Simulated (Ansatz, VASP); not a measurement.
One calculation of Na2Ru, two programs

INCAR

```
SYSTEM = Na2Ru
ALGO     = Normal         ! electronic algorithm
EDIFF    = 1E-6           ! SCF threshold, eV
EDIFFG   = -0.04          ! ionic threshold
ENCUT    = 600            ! plane-wave cutoff, eV
GGA      = PE             ! functional
IBRION   = 2              ! ionic algorithm
ISIF     = 3              ! what is computed and relaxed
ISMEAR   = 0              ! smearing method
LASPH    = .TRUE.         ! aspherical terms in the spheres
LCHARG   = .FALSE.        ! write CHGCAR
LREAL    = .FALSE.        ! projectors in reciprocal space
LWAVE    = .FALSE.        ! write WAVECAR
NELM     = 60             ! most SCF steps
NSW      = 90             ! ionic steps
PREC     = Accurate       ! precision mode
SIGMA    = 0.1            ! smearing width, eV
```

KPOINTS

```
k-points
0
G
  4 4 4
  0 0 0
```

Contents of POSCAR:

```
Na2Ru
1.0
    4.0404059952      0.0000000000      0.0000000000
    0.0000000000      4.0404059952      0.0000000000
    0.0000000000      0.0000000000      6.1648579451
Na Ru
4 2
Direct
    0.0000000000      0.0000000000      0.0000000000
    0.5000000000      0.5000000000      0.0000000000
    0.0000000000      0.5000000000      0.2700000000
    0.5000000000      0.0000000000      0.7300000000
    0.0000000000      0.5000000000      0.7000000000
    0.5000000000      0.0000000000      0.3000000000
```

Input for Ansatz:

```yaml
crystal:
  lattice:
    - [4.0404059952, 0.0, 0.0]
    - [0.0, 4.0404059952, 0.0]
    - [0.0, 0.0, 6.1648579451]
  atoms:
    - { symbol: Na, position: [0.0, 0.0, 0.0] }
    - { symbol: Na, position: [0.5, 0.5, 0.0] }
    - { symbol: Na, position: [0.0, 0.5, 0.27] }
    - { symbol: Na, position: [0.5, 0.0, 0.73] }
    - { symbol: Ru, position: [0.0, 0.5, 0.7] }
    - { symbol: Ru, position: [0.5, 0.0, 0.3] }
basis:
  ecutwfc: 420
kpoints:
  mp_grid: { grid: [4, 4, 4] }
hamiltonian:
  xc: pbe
scf:
  occupations: { method: gaussian, width: 0.1 }
  lower_state_search: "off"
output:
  forces: true
  stress: true
  eigenvalues: true
relax:
  adjacent_minimum: "off"
  f_tol: 0.04
  max_steps: 70
  cell: { stress_tol: 0.4 }
```

Alike in both runs: task relaxation of cell and atoms; functional PBE; k mesh 4 × 4 × 4; occupations gaussian, width 0.1 eV; no spin polarisation.

```csv
,VASP,Ansatz
version,VASP 6.6.1,Ansatz 0.2.0
potentials or method,"VASP PAW PBE potentials, release 64 (Na_pv, Ru_pv), cutoff 600 eV","scalar-relativistic, plane waves, PAW"
valence electrons in the cell,56,68
```

VASP gave:

```
gap on the k mesh at the Fermi level, each at its own relaxed structure (eV) : none
relaxed volume (Å³/atom)                                                     : 21.61
relaxed length of the cell vector where the two differ most in proportion (Å)              : 10.409
```

**Question.** Which values does Ansatz return?

**Answer.** gap on the k mesh at the Fermi level, each at its own relaxed structure (eV): none; relaxed volume (Å³/atom): 24.12; relaxed length of the cell vector where the two differ most in proportion (Å): 11.864.

A gap of «none» marks a metal or a gap that the smearing closes. One of these differences is far larger than is usual between the two programs; its cause wasn't traced. VASP's potentials hold 56 valence electrons a cell and Ansatz's 68, so a difference there can come from the potentials and not from the codes.

The k mesh is coarse, so the values compare programs but aren't converged. Noted on VASP's run: the volume moved by over 15 % at a fixed basis, so the end points are rough.
